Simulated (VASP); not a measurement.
Runs of VASP 6.6.1 on P. The structure is that of space group Pm-3m (No. 221), or close to it. The cells are those of the table. The cell was built from a structure type or drawn by symmetry, and may not be a known phase.

```tsv
task	cell	k mesh	cutoff (eV)	gap on the mesh (eV)	pressure (GPa)	relaxed volume (Å³/atom)
relaxation of cell and atoms	relaxed from a = 2.500, b = 2.500, c = 2.369 Å, 1 atom	22 × 22 × 24	600	none	0.0	(a)
single point	a = 2.500, b = 2.500, c = 2.369 Å, 1 atom	8 × 8 × 6	520	none	-0.3	-
single point	a = 2.447, b = 2.447, c = 2.440 Å, 1 atom	22 × 22 × 24	520	none	-0.3	-
single point	a = 2.385, b = 2.385, c = 2.579 Å, 1 atom	8 × 8 × 4	520	none	-0.3	-
relaxation of cell and atoms	relaxed from a = 2.385, b = 2.385, c = 2.579 Å, 1 atom	8 × 8 × 6	600	none	0.2	14.74
```

Alike in all rows: level PBE; potentials or basis VASP PAW PBE potentials, release 64 (P); no spin polarisation; smearing gaussian 0.1 eV.

Q: Estimate the missing entries.

A: (a) 14.58.

Caveats: some runs use coarse meshes.

A gap of «none» marks levels without a gap at the run's occupations.
